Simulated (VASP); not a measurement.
# Ti (I4/mmm) in VASP: further runs

Runs on Ti. Level: PBEsol. Tasks: single point.

All numbers are computed with VASP 6.6.1; they aren't measurements. Logs are shortened: lines on timing, memory, paths and dates and some standing lists are left out, and cuts for length are marked.

### Step 1. The cell of the first run

Symmetry: I4/mmm, No. 139, tetragonal system. The conventional cell has a = 2.785 Å, b = 2.785 Å, c = 4.182 Å, α = 90.00°, β = 90.00°, γ = 90.00°. Ti (site symmetry 4/mmm) has 12 Ti at 2.78 to 2.87 Å within 3.7 Å.

### Step 2. Single point, PBEsol (strain -0.030 along x and y, +0.030 along z)

File INCAR:

```
SYSTEM = Ti
PREC = Accurate
ENCUT = 520
EDIFF = 1E-6
ISMEAR = 0
SIGMA = 0.15
LREAL = .FALSE.
LASPH = .TRUE.
NELM = 100
ALGO = Normal
ISIF = 2
LWAVE = .FALSE.
LCHARG = .FALSE.
GGA = PS
NBANDS = 12
```

File KPOINTS:

```
Automatic mesh
0
G
  20 20 20
  0 0 0
```

File POSCAR:

```
Ti
1.0
    0.0000000000      1.9691000000      2.0909000000
    1.9691000000      0.0000000000      2.0909000000
    1.9691000000      1.9691000000      0.0000000000
Ti
1
Direct
    0.0000000000      0.0000000000      0.0000000000
```

Potentials or basis: VASP PAW PBE potentials, release 64 (Ti_sv).

The run is started by

```bash
cat potpaw_PBE.64/Ti_sv/POTCAR > POTCAR
mpirun -np 1 vasp_std > vasp.out
```

OUTCAR:

```text
SYSTEM = Ti
   PREC = Accurate
   ENCUT = 520
   EDIFF = 1E-6
   ISMEAR = 0
   LREAL = .FALSE.
   LASPH = .TRUE.
   NELM = 100
   ISIF = 2
   GGA = PS

 ion  position               nearest neighbor table
   1  0.000  0.000  0.000-

  LATTYP: Found a body centered tetragonal cell.
 ALAT       =     2.7847279257
 C/A-ratio  =     1.5016906899

  Lattice vectors:

 A1 = (  -1.9691000000,   0.0000000000,   2.0909000000)
 A2 = (   1.9691000000,   0.0000000000,   2.0909000000)
 A3 = (   0.0000000000,   1.9691000000,  -2.0909000000)

Analysis of symmetry for initial positions (statically):
=====================================================================
 Subroutine PRICEL returns:
 Original cell was already a primitive cell.

 Routine SETGRP: Setting up the symmetry group for a
 body centered tetragonal supercell.

 Subroutine GETGRP returns: Found 16 space group operations
 (whereof 16 operations were pure point group operations)
 out of a pool of 16 trial point group operations.

The static configuration has the point symmetry D_4h.

Analysis of symmetry for dynamics (positions and initial velocities):
=====================================================================
 Subroutine PRICEL returns:
 Original cell was already a primitive cell.

 Routine SETGRP: Setting up the symmetry group for a
 body centered tetragonal supercell.

 Subroutine GETGRP returns: Found 16 space group operations
 (whereof 16 operations were pure point group operations)
 out of a pool of 16 trial point group operations.

The dynamic configuration has the point symmetry D_4h.

 Subroutine INISYM returns: Found 16 space group operations
 (whereof 16 operations are pure point group operations),
 and found     1 'primitive' translations

----------------------------------------------------------------------------------------

                                     Primitive cell

  volume of cell :      16.2143

  direct lattice vectors                    reciprocal lattice vectors
     0.000000000  1.969100000  2.090900000    -0.253923112  0.253923112  0.239131474
     1.969100000  0.000000000  2.090900000     0.253923112 -0.253923112  0.239131474
     1.969100000  1.969100000  0.000000000     0.253923112  0.253923112 -0.239131474

  length of vectors
     2.872145125  2.872145125  2.784727926     0.431436850  0.431436850  0.431436850

  position of ions in fractional coordinates (direct lattice)
     0.000000000  0.000000000  0.000000000

  ion indices of the primitive-cell ions
   primitive index   ion index
                 1           1

----------------------------------------------------------------------------------------

 KPOINTS: Automatic mesh

Automatic generation of k-mesh.
 Grid dimensions read from file:
 generate k-points for:   20   20   20

 Generating k-lattice:

  Cartesian coordinates                     Fractional coordinates (reciprocal lattice)
    -0.012696156  0.012696156  0.011956574     0.050000000  0.000000000  0.000000000
     0.012696156 -0.012696156  0.011956574     0.000000000  0.050000000  0.000000000
     0.012696156  0.012696156 -0.011956574    -0.000000000 -0.000000000  0.050000000

  Length of vectors
     0.021571843  0.021571843  0.021571843

  Shift w.r.t. Gamma in fractional coordinates (k-lattice)
     0.000000000  0.000000000  0.000000000

 Subroutine IBZKPT returns following result:
 ===========================================

 Found    641 irreducible k-points:

 Following reciprocal coordinates:
            Coordinates               Weight
  0.000000  0.000000  0.000000      1.000000
  0.050000  0.000000  0.000000      8.000000
  0.100000  0.000000  0.000000      8.000000
  0.150000  0.000000  0.000000      8.000000
  0.200000  0.000000  0.000000      8.000000
  0.250000  0.000000  0.000000      8.000000
[... 16 lines left out ...]
 -0.400000  0.050000  0.000000      8.000000
 -0.350000  0.050000  0.000000      8.000000
 [... further k-points ...]
   k-points           NKPTS =    641   k-points in BZ     NKDIM =    641   number of bands    NBANDS=     12
   number of dos      NEDOS =    301   number of ions     NIONS =      1
   total plane-waves  NPLWV =  13824
   dimension x,y,z NGX =    24 NGY =   24 NGZ =   24
   dimension x,y,z NGXF=    48 NGYF=   48 NGZF=   48
   ions per type =               1
   NGX,Y,Z   is equivalent  to a cutoff of  13.89, 13.89, 14.33 a.u.
   NGXF,Y,Z  is equivalent  to a cutoff of  27.78, 27.78, 28.66 a.u.
 SYSTEM =  Ti
   PREC   = accura    normal or accurate (medium, high low for compatibility)
   ISTART =      0    job   : 0-new  1-cont  2-samecut
   ICHARG =      2    charge: 1-file 2-atom 10-const
   ISPIN  =      1    spin polarized calculation?
   LNONCOLLINEAR =      F non collinear calculations
   LSORBIT =      F    spin-orbit coupling
   LASPH  =      T    aspherical Exc in radial PAW
   ENCUT  =  520.0 eV  38.22 Ry    6.18 a.u.   5.34  5.34  5.18*2*pi/ulx,y,z
   NELM   =    100;   NELMIN=  2; NELMDL= -5     # of ELM steps
   EDIFF  = 0.1E-05   stopping-criterion for ELM
   LREAL  =      F    real-space projection
   EDIFFG = 0.1E-04   stopping-criterion for IOM
   NSW    =      0    number of steps for IOM
   IBRION =     -1    ionic relax: 0-MD 1-quasi-New 2-CG
   NFREE  =      0    steps in history (QN), initial steepest desc. (CG)
   ISIF   =      2    stress and relaxation
   ISYM   =      2    0-nonsym 1-usesym 2-fastsym
   POTIM  = 0.5000    time-step for ionic-motion
   TEBEG  =    0.0;   TEEND  =   0.0 temperature during run
   PSTRESS=    0.0 pullay stress
   NELECT =      12.0000    total number of electrons
   NUPDOWN=      -1.0000    fix difference up-down
   EMIN   =  10.00;   EMAX   =-10.00  energy-range for DOS
   EFERMI =   0.00;   METHOD = LEGACY
   ISMEAR =     0;   SIGMA  =   0.15  broadening in eV -4-tet -1-fermi 0-gaus
   EFERMI_NEDOS =   21; number of points for ismear=-14 and -15
   IALGO  =     38    algorithm
   IMIX   =      4    mixing-type and parameters
     AMIX     =   0.40;   BMIX     =  1.00
     AMIX_MAG =   1.60;   BMIX_MAG =  1.00
  volume/ion in A,a.u.               =      16.21       109.42
  Fermi-wavevector in a.u.,A,eV,Ry     =   1.480820  2.798344 29.835240  2.192828
  Thomas-Fermi vector in A             =   2.594807
   LORBIT       =      0    0 simple, 1 ext, 2 COOP (PROOUT), +10 PAW based schemes
   GGA     = PS    functional components
   LHFCALC =     F    Hartree Fock is set to
   AEXX    =    0.0000 exact exchange contribution
   IVDW    =     0    specifies the selected vdW correction
   LEPSILON=     F    determine dielectric tensor
   LRPA    =     F    only Hartree local field effects (RPA)
 non-spin polarized calculation
 Gauss-broadening in eV      SIGMA  =   0.15
  energy-cutoff  :      520.00
  volume of cell :       16.21
 maximum number of plane-waves:       452
 NGX is ok and might be reduce to    24
   NGX = 11   NGY = 11   NGZ = 11

 number of electron      11.9999999 magnetization

 Free energy of the ion-electron system (eV)
  ---------------------------------------------------
  ext. energy  EPLUGINS =         0.00000000
  ---------------------------------------------------
  free energy    TOTEN  =        -8.28431070 eV

  energy without entropy =       -8.26500443  energy(sigma->0) =       -8.27465757

 E-fermi :   8.8291     XC(G=0): -11.9682

 val. band max:        8.8196744260   @ k =   0.3500   0.0500   0.0000
 cond. band min:       8.8315961758   @ k =  -0.3000   0.1500   0.4000
 fundamental gap:      0.0119217498
 Fermi energy:         8.8290638456

 k-point     1 :       0.0000    0.0000    0.0000
  band No.  band energies     occupation
      1     -47.5259      2.00000
      2     -23.3982      2.00000
      3     -23.3833      2.00000
      4     -23.3833      2.00000
      5       2.5872      2.00000
      6       9.4156      0.00000
      7       9.9509      0.00000
      8       9.9509      0.00000
      9      11.2041      0.00000
     10      11.8343      0.00000
     11      24.5493      0.00000
     12      28.2569      0.00000

 k-point     2 :       0.0500    0.0000    0.0000
  band No.  band energies     occupation
      1     -47.5219      2.00000
      2     -23.4121      2.00000
      3     -23.3946      2.00000
      4     -23.3851      2.00000
      5       2.6743      2.00000
      6       9.4240      0.00000
      7       9.9178      0.00000
      8       9.9836      0.00000
      9      11.1892      0.00000
     10      11.8060      0.00000
     11      24.6333      0.00000
     12      28.0657      0.00000

 k-point     3 :       0.1000    0.0000    0.0000
  band No.  band energies     occupation
      1     -47.5103      2.00000
      2     -23.4726      2.00000
      3     -23.4069      2.00000
      4     -23.3904      2.00000
      5       2.9301      2.00000
      6       9.4081      0.00000
      7       9.8586      0.00000
      8      10.0733      0.00000
      9      11.1615      0.00000
     10      11.7328      0.00000
     11      24.8258      0.00000
     12      27.1244      0.00000

 k-point     4 :       0.1500    0.0000    0.0000
  band No.  band energies     occupation
      1     -47.4921      2.00000
      2     -23.5694      2.00000
      3     -23.4227      2.00000
      4     -23.3986      2.00000
      5       3.3380      2.00000
      6       9.2867      0.00002
      7       9.8460      0.00000
      8      10.1921      0.00000
      9      11.1710      0.00000
     10      11.6506      0.00000
     11      24.8272      0.00000
     12      25.9808      0.00000

 k-point     5 :       0.2000    0.0000    0.0000
  band No.  band energies     occupation
      1     -47.4692      2.00000
      2     -23.6903      2.00000
      3     -23.4422      2.00000
      4     -23.4089      2.00000
      5       3.8681      2.00000
      6       9.0906      0.01366
      7       9.8380      0.00000
      8      10.2861      0.00000
      9      11.2840      0.00000
     10      11.6217      0.00000
     11      23.8913      0.00000
     12      25.5761      0.00000
[... 228 lines left out ...]
      1     -47.3594      2.00000
      2     -24.2283      2.00000
      3     -23.5447      2.00000
      4     -23.4609      2.00000
      5       6.1436      2.00000
      6       9.2087      0.00034
      7       9.6363      0.00000
      8       9.9559      0.00000
      9      12.6341      0.00000
     10      12.9603      0.00000
     11      17.8032      0.00000
     12      23.6507      0.00000

 k-point    22 :      -0.4500    0.0500    0.0000
  band No.  band energies     occupation
      1     -47.3601      2.00000
      2     -24.2259      2.00000
      3     -23.5462      2.00000
      4     -23.4567      2.00000
      5       6.1363      2.00000
      6       9.2572      0.00005
      7       9.5627      0.00000
      8       9.9521      0.00000
      9      12.5533      0.00000
     10      13.0126      0.00000
     11      17.8751      0.00000
     12      23.6567      0.00000

 k-point    23 :      -0.4000    0.0500    0.0000
  band No.  band energies     occupation
      1     -47.3688      2.00000
      2     -24.1848      2.00000
      3     -23.5406      2.00000
      4     -23.4493      2.00000
      5       6.0345      2.00000
      6       9.2311      0.00015
      7       9.3843      0.00000
      8       9.9994      0.00000
      9      12.3641      0.00000
     10      12.8812      0.00000
     11      18.4960      0.00000
     12      23.8400      0.00000

 k-point    24 :      -0.3500    0.0500    0.0000
  band No.  band energies     occupation
      1     -47.3846      2.00000
      2     -24.1088      2.00000
      3     -23.5286      2.00000
      4     -23.4393      2.00000
      5       5.7851      2.00000
      6       8.9360      0.31341
      7       9.4817      0.00000
      8      10.0913      0.00000
      9      12.0988      0.00000
     10      12.6076      0.00000
     11      19.5007      0.00000
     12      24.1760      0.00000

 [... further k-points ...]
[... 5 lines left out ...]
  --------------------------------------------------------------------------------------
  -------------------------------------------------------------------------------------
  Total        0.3789456      0.3789456      0.1842156      0.0000000     -0.0000000     -0.0000000
  in kB       37.4445526     37.4445526     18.2027978      0.0000000     -0.0000000     -0.0000000
  external PRESSURE =      31.0306343 kB  Pullay stress =       0.0000000 kB

 VOLUME and BASIS-vectors are now :
 -----------------------------------------------------------------------------
  energy-cutoff  :      520.00
  volume of cell :       16.21
      direct lattice vectors                 reciprocal lattice vectors
     0.000000000  1.969100000  2.090900000    -0.253923112  0.253923112  0.239131474
     1.969100000  0.000000000  2.090900000     0.253923112 -0.253923112  0.239131474
     1.969100000  1.969100000  0.000000000     0.253923112  0.253923112 -0.239131474

 POSITION                                       TOTAL-FORCE (eV/Angst)
 -----------------------------------------------------------------------------------
      0.00000      0.00000      0.00000         0.000000      0.000000      0.000000
 -----------------------------------------------------------------------------------
    total drift:                               -0.000000      0.000000      0.000000

  FREE ENERGIE OF THE ION-ELECTRON SYSTEM (eV)
  ---------------------------------------------------
  free  energy   TOTEN  =        -8.2843106999 eV

  energy  without entropy=       -8.2650044306  energy(sigma->0) =       -8.27465757
```

Run time: 33 s. Hardware: 1 thread of Intel Xeon 6975P-C (Granite Rapids), shared host; peak memory 0.24 GiB.

What came out:

```yaml
Free_energy: -8.2843 eV
Pressure: 3.1 GPa
Band_gap_on_the_k_mesh: zero (band 6 reaches 9.58 eV, above the bottom of band 7 at 8.24 eV)
```

Levels at points of the mesh, in eV from the Fermi level:
| k point | band 3 | band 4 | band 5 | band 6 | band 7 | band 8 | band 9 | band 10 |
| --- | --- | --- | --- | --- | --- | --- | --- | --- |
| (0.00, 0.00, 0.00) | -32.21 | -32.21 | -6.24 | 0.59 | 1.12 | 1.12 | 2.38 | 3.01 |
| (0.50, 0.00, 0.00) | -32.36 | -32.29 | -2.74 | 0.52 | 0.85 | 1.07 | 3.80 | 4.02 |
| (0.50, 0.50, 0.00) | -32.46 | -32.46 | -2.83 | -1.81 | 2.44 | 3.93 | 4.20 | 4.20 |
| (0.50, 0.00, 0.50) | -32.59 | -32.49 | -2.82 | -1.92 | 3.58 | 3.85 | 4.01 | 4.43 |

Caveat: the cell differs from its parent crystal (strain -0.030 along x and y, +0.030 along z); the PAW data sets were made with another functional, which shifts forces and pressure a little.

### Step 3. Single point, PBEsol (strain +0.000 along x and y, -0.030 along z)

File INCAR:

```
ALGO = Normal
EDIFF = 1E-6
ENCUT = 520
GGA = PS
ISIF = 2
ISMEAR = 0
LASPH = T
LCHARG = F
LREAL = F
LWAVE = F
NBANDS = 12
NELM = 80
PREC = Accurate
SIGMA = 0.15
```

File KPOINTS:

```
k-points
0
Gamma
  20 20 20
```

File POSCAR:

```
Ti
1.0
    0.0000000000      2.0300000000      1.9691000000
    2.0300000000      0.0000000000      1.9691000000
    2.0300000000      2.0300000000      0.0000000000
Ti
1
Direct
    0.0000000000      0.0000000000      0.0000000000
```

Potentials or basis: VASP PAW PBE potentials, release 64 (Ti_sv).

The run is started by

```bash
cat potpaw_PBE.64/Ti_sv/POTCAR > POTCAR
mpirun -np 1 vasp_std > vasp.out
```

Run time: 32 s. Hardware: 1 thread of Intel Xeon 6975P-C (Granite Rapids), shared host; peak memory 0.24 GiB.

Results (log left out):

| Quantity | Value |
| --- | --- |
| Free energy | -8.2876 eV |
| Pressure | 3.0 GPa |
| Band gap on the k mesh | zero (band 6 reaches 9.72 eV, above the bottom of band 7 at 8.38 eV) |

Stress tensor (GPa, compression positive):
```
2.67 0.00 0.00
0.00 2.67 0.00
0.00 0.00 3.73
```

Levels at points of the mesh, in eV from the Fermi level:
```
           k point  band 2  band 3  band 4  band 5  band 6  band 7  band 8  band 9  band 10  band 11
(0.00, 0.00, 0.00)  -32.23  -32.23  -32.23   -6.25    0.84    0.84    1.09    2.55     2.84    15.66
(0.50, 0.00, 0.00)  -33.07  -32.36  -32.32   -2.75    0.63    0.83    0.93    3.83     3.96     8.92
(0.50, 0.50, 0.00)  -33.01  -32.55  -32.55   -2.82   -1.96    3.57    3.87    4.22     4.22    12.05
(0.50, 0.00, 0.50)  -33.02  -32.53  -32.49   -2.83   -1.87    2.97    3.87    4.11     4.30    11.19
```

Caveat: the cell differs from its parent crystal (strain +0.000 along x and y, -0.030 along z); the PAW data sets were made with another functional, which shifts forces and pressure a little.

### Step 4. Single point, PBEsol (strain -0.015 along x and y, +0.000 along z)

File INCAR:

```
  ALGO = Fast
  EDIFF = 1E-7
  ENCUT = 520
  GGA = PS
  ISIF = 2
  ISMEAR = 0
  LASPH = T
  LCHARG = F
  LREAL = F
  LWAVE = F
  NBANDS = 12
  NELM = 60
  PREC = Accurate
  SIGMA = 0.15
```

KPOINTS is that of step 3.

File POSCAR:

```
Ti
1.0
    0.0000000000      1.9995500000      2.0300000000
    1.9995500000      0.0000000000      2.0300000000
    1.9995500000      1.9995500000      0.0000000000
Ti
1
Direct
    0.0000000000      0.0000000000      0.0000000000
```

The run is started by

```bash
cat potpaw_PBE.64/Ti_sv/POTCAR > POTCAR
mpirun -np 1 vasp_std > vasp.out
```

Wall time 84 s (1 thread of Intel Xeon 6975P-C (Granite Rapids), shared host); peak memory 0.24 GiB.

It converged, with:

| Property | Result |
| --- | --- |
| Free energy | -8.2886 eV |
| Pressure | 3.0 GPa |
| Band gap on the k mesh | zero (band 6 reaches 9.70 eV, above the bottom of band 7 at 8.38 eV) |

Stress tensor (GPa, compression positive):
```
3.14 0.00 0.00
0.00 3.14 0.00
0.00 0.00 2.58
```

Levels at points of the mesh, in eV from the Fermi level:
```csv
k point,band 3,band 4,band 5,band 6,band 7,band 8,band 9,band 10
"(0.00, 0.00, 0.00)",-32.23,-32.23,-6.25,0.83,0.96,0.96,2.62,2.77
"(0.50, 0.00, 0.00)",-32.35,-32.33,-2.75,0.70,0.83,0.85,3.86,3.92
"(0.50, 0.50, 0.00)",-32.51,-32.51,-2.83,-1.88,2.97,3.88,4.20,4.20
"(0.50, 0.00, 0.50)",-32.54,-32.52,-2.83,-1.92,3.26,3.87,4.16,4.26
```

Caveat: the cell differs from its parent crystal (strain -0.015 along x and y, +0.000 along z); the PAW data sets were made with another functional, which shifts forces and pressure a little.

(Continued in part 2 of 2.)
